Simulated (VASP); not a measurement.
# HgTe (F-43m) in VASP: a series of runs, part 2 of 2

VASP 6.6.1. Earlier steps stand in the parts before.

## (4) Single point, PBE

Contents of INCAR:

```
ALGO     = Normal         # electronic algorithm
EDIFF    = 1E-6           # SCF threshold, eV
ENCUT    = 500            # plane-wave cutoff, eV
GGA      = PE             # functional
GGA_COMPAT= False        
ISIF     = 2              # what is computed and relaxed
ISMEAR   = 0              # smearing method
LASPH    = True           # aspherical terms in the spheres
LCHARG   = False          # write CHGCAR
LREAL    = False          # projectors in reciprocal space
LWAVE    = False          # write WAVECAR
NBANDS   = 16             # bands
NELM     = 120            # most SCF steps
PREC     = Accurate       # precision mode
SIGMA    = 0.1            # smearing width, eV
```

Contents of KPOINTS:

```
k-points
0
Gamma
  18 18 18
```

Contents of POSCAR:

```
HgTe
1.0
    0.0000000000      3.2145000000      3.2145000000
    3.2145000000      0.0000000000      3.2145000000
    3.2145000000      3.2145000000      0.0000000000
Hg Te
1 1
Direct
    0.0000000000      0.0000000000      0.0000000000
    0.2500000000      0.2500000000      0.2500000000
```

Potentials or basis: VASP PAW PBE potentials, release 64 (Hg, Te).

Launch:

```bash
$ cat potpaw_PBE.64/Hg/POTCAR potpaw_PBE.64/Te/POTCAR > POTCAR
$ mpirun -np 1 vasp_std > vasp.out
```

OUTCAR:

```text
EDIFF = 1E-6
   ENCUT = 500
   GGA = PE
   ISIF = 2
   ISMEAR = 0
   LASPH = True
   LREAL = False
   NELM = 120
   PREC = Accurate

 ion  position               nearest neighbor table
   1  0.000  0.000  0.000-   2 2.78   2 2.78   2 2.78   2 2.78
   2  0.250  0.250  0.250-   1 2.78   1 2.78   1 2.78   1 2.78

  LATTYP: Found a face centered cubic cell.
 ALAT       =     6.4290000000

  Lattice vectors:

 A1 = (   0.0000000000,   3.2145000000,   3.2145000000)
 A2 = (   3.2145000000,   0.0000000000,   3.2145000000)
 A3 = (   3.2145000000,   3.2145000000,   0.0000000000)

Analysis of symmetry for initial positions (statically):
=====================================================================
 Subroutine PRICEL returns:
 Original cell was already a primitive cell.

 Routine SETGRP: Setting up the symmetry group for a
 face centered cubic supercell.

 Subroutine GETGRP returns: Found 24 space group operations
 (whereof 24 operations were pure point group operations)
 out of a pool of 48 trial point group operations.

The static configuration has the point symmetry T_d .

[... 158 lines left out ...]

  energy without entropy =       -3.55723916  energy(sigma->0) =       -3.55726882

 E-fermi :   3.3668     XC(G=0):  -8.8186

 val. band max:        3.2720642518   @ k =   0.0000   0.0000   0.0000
 cond. band min:       3.5476563776   @ k =   0.0556   0.0000   0.0000
 fundamental gap:      0.2755921259
 Fermi energy:         3.3668109765

 k-point     1 :       0.0000    0.0000    0.0000
  band No.  band energies     occupation
      1      -8.8348      2.00000
      2      -4.1790      2.00000
      3      -4.1790      2.00000
      4      -4.1790      2.00000
      5      -3.6288      2.00000
      6      -3.6288      2.00000
[... 433 lines left out ...]
      3      -4.1014      2.00000
      4      -4.0311      2.00000
      5      -3.6399      2.00000
      6      -3.6211      2.00000
[... 8 lines left out ...]
     15      11.4489      0.00000
     16      12.1503      0.00000

 [... further k-points ...]

------------------------ aborting loop because EDIFF is reached ----------------------------------------

  FORCE on cell =-STRESS in cart. coord.  units (eV):
  Direction    XX          YY          ZZ          XY          YZ          ZX
  --------------------------------------------------------------------------------------
  -------------------------------------------------------------------------------------
  Total        1.9088937      1.9088937      1.9088937     -0.0000000     -0.0000000      0.0000000
  in kB       46.0385937     46.0385937     46.0385937     -0.0000000     -0.0000000      0.0000000
  external PRESSURE =      46.0385937 kB  Pullay stress =       0.0000000 kB

 VOLUME and BASIS-vectors are now :
 -----------------------------------------------------------------------------
  energy-cutoff  :      500.00
  volume of cell :       66.43
      direct lattice vectors                 reciprocal lattice vectors
     0.000000000  3.214500000  3.214500000    -0.155545186  0.155545186  0.155545186
     3.214500000  0.000000000  3.214500000     0.155545186 -0.155545186  0.155545186
     3.214500000  3.214500000  0.000000000     0.155545186  0.155545186 -0.155545186

 POSITION                                       TOTAL-FORCE (eV/Angst)
 -----------------------------------------------------------------------------------
      0.00000      0.00000      0.00000         0.000000     -0.000000      0.000000
      1.60725      1.60725      1.60725        -0.000000      0.000000     -0.000000
 -----------------------------------------------------------------------------------
    total drift:                                0.000000      0.000000     -0.000000

  FREE ENERGIE OF THE ION-ELECTRON SYSTEM (eV)
  ---------------------------------------------------
  free  energy   TOTEN  =        -3.5572984736 eV

  energy  without entropy=       -3.5572391567  energy(sigma->0) =       -3.55726882
```

stdout:

```text
POSCAR found type information on POSCAR HgTe
 POSCAR found :  2 types and       2 ions
 scaLAPACK will be used
 LDA part: xc-table for (Slater+PW92), standard interpolation
 POSCAR, INCAR and KPOINTS ok, starting setup
 FFT: planning ... GRIDC
 FFT: planning ... GRID_SOFT
 FFT: planning ... GRID
 WAVECAR not read
 entering main loop
```

It took 65 s on 1 thread of Intel Xeon 6975P-C (Granite Rapids), shared host; peak memory 0.35 GiB.

Results:

- Free energy: -3.5573 eV
- Pressure: 4.6 GPa
- Band gap on the k mesh: zero (filled and empty bands touch)

Caveat: the cell stands under pressure; semilocal functionals underestimate gaps, so a narrow gap can read as zero; spin-orbit coupling is left out, which moves the levels of the heavy elements.

## (5) The runs side by side

```tsv
k mesh	gap on the mesh (eV)	pressure (GPa)
10 × 10 × 10	none	4.6
16 × 16 × 16	none	4.6
18 × 18 × 18	none	4.6
```

Alike in all rows: task single point; level PBE; potentials or basis VASP PAW PBE potentials, release 64 (Hg, Te); no spin polarisation; cell as given; cutoff (eV) 500; smearing gaussian 0.1 eV.

Caveats: the cell stands under pressure; semilocal functionals underestimate gaps, so a narrow gap can read as zero; spin-orbit coupling is left out, which moves the levels of the heavy elements.

Total energies depend on the potentials used, so only differences within one code and one set of settings carry meaning.
